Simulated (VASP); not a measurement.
# Li2Se (Fm-3m) in VASP: notebook

The runs below take Li2Se through single point, with PBE.

All numbers are computed with VASP 6.6.1; they aren't measurements. Logs are shortened: lines on timing, memory, paths and dates and some standing lists are left out, and cuts for length are marked.

**1. The cell of the first run**

It takes space group Fm-3m (No. 225, cubic). Conventional cell: a = 6.005 Å, b = 6.005 Å, c = 6.005 Å, α = 90.00°, β = 90.00°, γ = 90.00°. Li (site symmetry -43m) has 4 Se at 2.60 Å and 6 Li at 3.00 Å within 3.4 Å. Se (site symmetry m-3m) has 8 Li at 2.60 Å within 3.4 Å.

**2. Single point, PBE**

File INCAR:

```
SYSTEM = Li2Se
PREC = Accurate ; ENCUT = 750
EDIFF = 1E-6 ; ISMEAR = 0
SIGMA = 0.01 ; LREAL = .FALSE.
LASPH = .TRUE. ; NELM = 120
ALGO = Normal ; ISIF = 2
LWAVE = .FALSE. ; LCHARG = .FALSE.
GGA = PE ; NBANDS = 13
GGA_COMPAT = .FALSE.
```

File KPOINTS:

```
regular mesh
0
G
  2 2 2
  0 0 0
```

File POSCAR:

```
Li2Se
1.0
    0.0000000000      3.0025000000      3.0025000000
    3.0025000000      0.0000000000      3.0025000000
    3.0025000000      3.0025000000      0.0000000000
Li Se
2 1
Direct
    0.2500000000      0.2500000000      0.2500000000
    0.7500000000      0.7500000000      0.7500000000
    0.0000000000      0.0000000000      0.0000000000
```

Potentials or basis: VASP PAW PBE potentials, release 64 (Li_sv, Se).

Started as:

```bash
$ cat potpaw_PBE.64/Li_sv/POTCAR potpaw_PBE.64/Se/POTCAR > POTCAR
$ mpirun -np 1 vasp_std > vasp.out
```

OUTCAR:

```text
SYSTEM = Li2Se
   PREC = Accurate
   ENCUT = 750
   EDIFF = 1E-6
   ISMEAR = 0
   LREAL = .FALSE.
   LASPH = .TRUE.
   NELM = 120
   ISIF = 2
   GGA = PE

 ion  position               nearest neighbor table
   1  0.250  0.250  0.250-   3 2.60   3 2.60   3 2.60   3 2.60
   2  0.750  0.750  0.750-   3 2.60   3 2.60   3 2.60   3 2.60
   3  0.000  0.000  0.000-   1 2.60   2 2.60   2 2.60   2 2.60   2 2.60   1 2.60   1 2.60   1 2.60

  LATTYP: Found a face centered cubic cell.
 ALAT       =     6.0050000000

  Lattice vectors:

 A1 = (   0.0000000000,   3.0025000000,   3.0025000000)
 A2 = (   3.0025000000,   0.0000000000,   3.0025000000)
 A3 = (   3.0025000000,   3.0025000000,   0.0000000000)

Analysis of symmetry for initial positions (statically):
=====================================================================
 Subroutine PRICEL returns:
 Original cell was already a primitive cell.

 Routine SETGRP: Setting up the symmetry group for a
 face centered cubic supercell.

 Subroutine GETGRP returns: Found 48 space group operations
 (whereof 48 operations were pure point group operations)
 out of a pool of 48 trial point group operations.

The static configuration has the point symmetry O_h .

Analysis of symmetry for dynamics (positions and initial velocities):
=====================================================================
 Subroutine PRICEL returns:
 Original cell was already a primitive cell.

 Routine SETGRP: Setting up the symmetry group for a
 face centered cubic supercell.

 Subroutine GETGRP returns: Found 48 space group operations
 (whereof 48 operations were pure point group operations)
 out of a pool of 48 trial point group operations.

The dynamic configuration has the point symmetry O_h .

 Subroutine INISYM returns: Found 48 space group operations
 (whereof 48 operations are pure point group operations),
 and found     1 'primitive' translations

----------------------------------------------------------------------------------------

                                     Primitive cell

  volume of cell :      54.1351

  direct lattice vectors                    reciprocal lattice vectors
     0.000000000  3.002500000  3.002500000    -0.166527893  0.166527893  0.166527893
     3.002500000  0.000000000  3.002500000     0.166527893 -0.166527893  0.166527893
     3.002500000  3.002500000  0.000000000     0.166527893  0.166527893 -0.166527893

  length of vectors
     4.246176221  4.246176221  4.246176221     0.288434772  0.288434772  0.288434772

  position of ions in fractional coordinates (direct lattice)
     0.250000000  0.250000000  0.250000000
     0.750000000  0.750000000  0.750000000
     0.000000000  0.000000000  0.000000000

  ion indices of the primitive-cell ions
   primitive index   ion index
                 1           1
                 2           2
                 3           3

----------------------------------------------------------------------------------------

 KPOINTS: regular mesh

Automatic generation of k-mesh.
 Grid dimensions read from file:
 generate k-points for:    2    2    2

 Generating k-lattice:

  Cartesian coordinates                     Fractional coordinates (reciprocal lattice)
    -0.083263947  0.083263947  0.083263947     0.500000000  0.000000000  0.000000000
     0.083263947 -0.083263947  0.083263947     0.000000000  0.500000000  0.000000000
     0.083263947  0.083263947 -0.083263947     0.000000000  0.000000000  0.500000000

  Length of vectors
     0.144217386  0.144217386  0.144217386

  Shift w.r.t. Gamma in fractional coordinates (k-lattice)
     0.000000000  0.000000000  0.000000000

 Subroutine IBZKPT returns following result:
 ===========================================

 Found      3 irreducible k-points:

 Following reciprocal coordinates:
            Coordinates               Weight
  0.000000  0.000000  0.000000      1.000000
  0.500000  0.000000  0.000000      4.000000
  0.500000  0.500000  0.000000      3.000000
   k-points           NKPTS =      3   k-points in BZ     NKDIM =      3   number of bands    NBANDS=     13
   number of dos      NEDOS =    301   number of ions     NIONS =      3
   total plane-waves  NPLWV =  64000
   dimension x,y,z NGX =    40 NGY =   40 NGZ =   40
   dimension x,y,z NGXF=    80 NGYF=   80 NGZF=   80
   ions per type =               2   1
   NGX,Y,Z   is equivalent  to a cutoff of  15.66, 15.66, 15.66 a.u.
   NGXF,Y,Z  is equivalent  to a cutoff of  31.32, 31.32, 31.32 a.u.
 SYSTEM =  Li2Se
   PREC   = accura    normal or accurate (medium, high low for compatibility)
   ISTART =      0    job   : 0-new  1-cont  2-samecut
   ICHARG =      2    charge: 1-file 2-atom 10-const
   ISPIN  =      1    spin polarized calculation?
   LNONCOLLINEAR =      F non collinear calculations
   LSORBIT =      F    spin-orbit coupling
   LASPH  =      T    aspherical Exc in radial PAW
   ENCUT  =  750.0 eV  55.12 Ry    7.42 a.u.   9.48  9.48  9.48*2*pi/ulx,y,z
   NELM   =    120;   NELMIN=  2; NELMDL= -5     # of ELM steps
   EDIFF  = 0.1E-05   stopping-criterion for ELM
   LREAL  =      F    real-space projection
   EDIFFG = 0.1E-04   stopping-criterion for IOM
   NSW    =      0    number of steps for IOM
   IBRION =     -1    ionic relax: 0-MD 1-quasi-New 2-CG
   NFREE  =      0    steps in history (QN), initial steepest desc. (CG)
   ISIF   =      2    stress and relaxation
   ISYM   =      2    0-nonsym 1-usesym 2-fastsym
   POTIM  = 0.5000    time-step for ionic-motion
   TEBEG  =    0.0;   TEEND  =   0.0 temperature during run
   PSTRESS=    0.0 pullay stress
   NELECT =      12.0000    total number of electrons
   NUPDOWN=      -1.0000    fix difference up-down
   EMIN   =  10.00;   EMAX   =-10.00  energy-range for DOS
   EFERMI =   0.00;   METHOD = LEGACY
   ISMEAR =     0;   SIGMA  =   0.01  broadening in eV -4-tet -1-fermi 0-gaus
   EFERMI_NEDOS =   21; number of points for ismear=-14 and -15
   IALGO  =     38    algorithm
   IMIX   =      4    mixing-type and parameters
     AMIX     =   0.40;   BMIX     =  1.00
     AMIX_MAG =   1.60;   BMIX_MAG =  1.00
  volume/ion in A,a.u.               =      18.05       121.77
  Fermi-wavevector in a.u.,A,eV,Ry     =   0.990776  1.872296 13.355989  0.981637
  Thomas-Fermi vector in A             =   2.122471
   LORBIT       =      0    0 simple, 1 ext, 2 COOP (PROOUT), +10 PAW based schemes
   GGA     = PE    functional components
   LHFCALC =     F    Hartree Fock is set to
   AEXX    =    0.0000 exact exchange contribution
   IVDW    =     0    specifies the selected vdW correction
   LEPSILON=     F    determine dielectric tensor
   LRPA    =     F    only Hartree local field effects (RPA)
 non-spin polarized calculation
 Gauss-broadening in eV      SIGMA  =   0.01
  energy-cutoff  :      750.00
  volume of cell :       54.14
 maximum number of plane-waves:      2565
 NGX is ok and might be reduce to    40
   NGX = 19   NGY = 19   NGZ = 19

 number of electron      12.0000004 magnetization

 Free energy of the ion-electron system (eV)
  ---------------------------------------------------
  ext. energy  EPLUGINS =         0.00000000
  ---------------------------------------------------
  free energy    TOTEN  =       -10.49246724 eV

  energy without entropy =      -10.49246724  energy(sigma->0) =      -10.49246724

 E-fermi :   1.4294     XC(G=0):  -8.1563

 val. band max:        1.2314100366   @ k =   0.0000   0.0000   0.0000
 cond. band min:       4.0948373608   @ k =   0.5000   0.5000   0.0000
 fundamental gap:      2.8634273242
 Fermi energy:         1.4294134719

 k-point     1 :       0.0000    0.0000    0.0000
  band No.  band energies     occupation
      1     -43.8307      2.00000
      2     -43.8073      2.00000
      3     -10.1082      2.00000
      4       1.2314      2.00000
      5       1.2314      2.00000
      6       1.2314      2.00000
      7       4.5478      0.00000
      8       6.6914      0.00000
      9       6.6914      0.00000
     10       6.6914      0.00000
     11      11.6787      0.00000
     12      11.6787      0.00000
     13      11.9922      0.00000

 k-point     2 :       0.5000    0.0000    0.0000
  band No.  band energies     occupation
      1     -43.8186      2.00000
      2     -43.8186      2.00000
      3      -9.7296      2.00000
      4      -1.7399      2.00000
      5       0.6880      2.00000
      6       0.6880      2.00000
      7       6.2141      0.00000
      8       7.0364      0.00000
      9       7.0364      0.00000
     10       9.1590      0.00000
     11      12.5883      0.00000
     12      12.5883      0.00000
     13      13.6851      0.00000

 k-point     3 :       0.5000    0.5000    0.0000
  band No.  band energies     occupation
      1     -43.8223      2.00000
      2     -43.8145      2.00000
      3      -9.6149      2.00000
      4      -1.1041      2.00000
      5      -0.2482      2.00000
      6      -0.2482      2.00000
      7       4.0948      0.00000
      8       7.2454      0.00000
      9      11.4703      0.00000
     10      11.4703      0.00000
     11      12.5962      0.00000
     12      12.8429      0.00000
     13      12.8429      0.00000

------------------------ aborting loop because EDIFF is reached ----------------------------------------

  FORCE on cell =-STRESS in cart. coord.  units (eV):
  Direction    XX          YY          ZZ          XY          YZ          ZX
  --------------------------------------------------------------------------------------
  -------------------------------------------------------------------------------------
  Total        0.8671338      0.8671338      0.8671338      0.0000000      0.0000000     -0.0000000
  in kB       25.6636041     25.6636041     25.6636041      0.0000000      0.0000000     -0.0000000
  external PRESSURE =      25.6636041 kB  Pullay stress =       0.0000000 kB

 VOLUME and BASIS-vectors are now :
 -----------------------------------------------------------------------------
  energy-cutoff  :      750.00
  volume of cell :       54.14
      direct lattice vectors                 reciprocal lattice vectors
     0.000000000  3.002500000  3.002500000    -0.166527893  0.166527893  0.166527893
     3.002500000  0.000000000  3.002500000     0.166527893 -0.166527893  0.166527893
     3.002500000  3.002500000  0.000000000     0.166527893  0.166527893 -0.166527893

 POSITION                                       TOTAL-FORCE (eV/Angst)
 -----------------------------------------------------------------------------------
      1.50125      1.50125      1.50125        -0.000000      0.000000     -0.000000
      4.50375      4.50375      4.50375        -0.000000      0.000000      0.000000
      0.00000      0.00000      0.00000         0.000000     -0.000000      0.000000
 -----------------------------------------------------------------------------------
    total drift:                                0.000000     -0.000000      0.000000

  FREE ENERGIE OF THE ION-ELECTRON SYSTEM (eV)
  ---------------------------------------------------
  free  energy   TOTEN  =       -10.4924672363 eV

  energy  without entropy=      -10.4924672363  energy(sigma->0) =      -10.49246724
```

Wall time 19 s (1 thread of AMD EPYC 7R13 (Zen 3), shared host); peak memory 0.19 GiB.

Results:

- Free energy: -10.4925 eV
- Pressure: 2.6 GPa
- Band gap on the k mesh: 2.86 eV, indirect (least direct gap 3.32 eV)

Levels at points of the mesh, in eV from the valence-band top:
| k point | band 2 | band 3 | band 4 | band 5 | band 6 | band 7 | band 8 | band 9 | band 10 | band 11 |
| --- | --- | --- | --- | --- | --- | --- | --- | --- | --- | --- |
| (0.00, 0.00, 0.00) | -45.04 | -11.34 | 0.00 | 0.00 | 0.00 | 3.32 | 5.46 | 5.46 | 5.46 | 10.45 |
| (0.50, 0.00, 0.00) | -45.05 | -10.96 | -2.97 | -0.54 | -0.54 | 4.98 | 5.81 | 5.81 | 7.93 | 11.36 |
| (0.50, 0.50, 0.00) | -45.05 | -10.85 | -2.34 | -1.48 | -1.48 | 2.86 | 6.01 | 10.24 | 10.24 | 11.36 |

Caveat: the k points lie up to 0.91 Å⁻¹ apart.

**3. Single point, PBE**

File INCAR:

```
  PREC = Accurate
  ENCUT = 750
  EDIFF = 1E-6
  ISMEAR = 0
  SIGMA = 0.01
  LREAL = False
  LASPH = True
  NELM = 120
  ALGO = Normal
  ISIF = 2
  LWAVE = False
  LCHARG = False
  GGA = PE
  NBANDS = 13
  GGA_COMPAT = False
```

File KPOINTS:

```
regular mesh
0
Gamma
  5 5 5
```

POSCAR is that of step 2.

Potentials or basis: VASP PAW PBE potentials, release 64 (Li_sv, Se).

Started as:

```bash
$ cat potpaw_PBE.64/Li_sv/POTCAR potpaw_PBE.64/Se/POTCAR > POTCAR
$ mpirun -np 1 vasp_std > vasp.out
```

Wall time 29 s (1 thread of AMD EPYC 7R13 (Zen 3), shared host); peak memory 0.2 GiB.

Results (log left out):

```
Free energy            : -11.1289 eV
Pressure               : 0.0 GPa
Band gap on the k mesh : 3.23 eV, indirect (least direct gap 3.38 eV)
```

Levels at points of the mesh, in eV from the valence-band top:
```csv
k point,band 4,band 5,band 6,band 7,band 8,band 9
"(0.00, 0.00, 0.00)",0.00,0.00,0.00,3.38,5.62,5.62
```

A k mesh can miss the band edges. As with any semilocal functional, this PBE gap is likely too small.

**4. Single point, PBE**

File INCAR:

```
SYSTEM = Li2Se
PREC = Accurate ; ENCUT = 750
EDIFF = 1E-6 ; ISMEAR = 0
SIGMA = 0.01 ; LREAL = .False.
LASPH = .True. ; NELM = 120
ALGO = Normal ; ISIF = 2
LWAVE = .False. ; LCHARG = .False.
GGA = PE ; NBANDS = 13
GGA_COMPAT = .False.
```

File KPOINTS:

```
regular mesh
0
Gamma
  7 7 7
  0 0 0
```

POSCAR is that of step 3.

Started as:

```bash
$ cat potpaw_PBE.64/Li_sv/POTCAR potpaw_PBE.64/Se/POTCAR > POTCAR
$ mpirun -np 1 vasp_std > vasp.out
```

It took 56 s on 1 thread of AMD EPYC 7R13 (Zen 3), shared host; peak memory 0.2 GiB.

The run converged. Its results:

```yaml
Free_energy: -11.1309 eV
Pressure: 0.0 GPa
Band_gap_on_the_k_mesh: 3.11 eV, indirect (least direct gap 3.38 eV)
```

Levels at points of the mesh, in eV from the valence-band top:
| k point | band 2 | band 3 | band 4 | band 5 | band 6 | band 7 | band 8 | band 9 | band 10 | band 11 |
| --- | --- | --- | --- | --- | --- | --- | --- | --- | --- | --- |
| (0.00, 0.00, 0.00) | -44.69 | -11.39 | 0.00 | 0.00 | 0.00 | 3.38 | 5.62 | 5.62 | 5.62 | 10.58 |

**5. Overview**

| k mesh | gap on the mesh (eV) | pressure (GPa) |
| --- | --- | --- |
| 2 × 2 × 2 | 2.86 | 2.6 |
| 5 × 5 × 5 | 3.23 | 0.0 |
| 7 × 7 × 7 | 3.11 | 0.0 |

Alike in all rows: task single point; level PBE; potentials or basis VASP PAW PBE potentials, release 64 (Li_sv, Se); no spin polarisation; cell as given; cutoff (eV) 750; smearing gaussian 0.01 eV.

Caveats: some runs use coarse meshes.

Absolute energies hang on the potentials; compare differences alone.
